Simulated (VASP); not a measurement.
SnSe2, 3 atoms in the cell. It takes space group P-3m1 (No. 164, trigonal). The conventional cell has a = 3.825 Å, b = 3.825 Å, c = 6.227 Å, α = 90.00°, β = 90.00°, γ = 120.00°. Sn (site symmetry -3m) has 6 Se at 2.71 Å within 3.6 Å. Within 3.6 Å of Se (site symmetry 3m) lie 3 Sn at 2.71 Å. 

| Property | Result |
| --- | --- |
| Program | VASP 6.6.1 |
| Task | single point |
| Functional | LDA |
| Potentials or basis | VASP PAW LDA potentials, release 64 (Sn_d, Se) |
| Cutoff | 520 eV |
| k mesh | 12 × 12 × 4 |
| Occupations | gaussian, width 0.01 eV |
| Spin | no spin polarisation |
| Dipole correction | no |
| Further INCAR settings | ALGO = Normal; EDIFF = 1e-06; NBANDS = 20 |

Potentials or basis: VASP PAW LDA potentials, release 64 (Sn_d, Se).

Command:

```sh
$ cat potpaw_LDA.64/Sn_d/POTCAR potpaw_LDA.64/Se/POTCAR > POTCAR
$ mpirun -np 1 vasp_std > vasp.out
```

Hardware: 1 thread of Intel(R) Xeon(R) 6975P-C (Granite Rapids), on a shared host.

**Question.** Estimate the wall time of this run.

**Answer.** Wall time 36 s on 1 thread of Intel(R) Xeon(R) 6975P-C (Granite Rapids), with other jobs on the host, peak memory 0.23 GiB. Counts: scf iterations 12, k points 69.
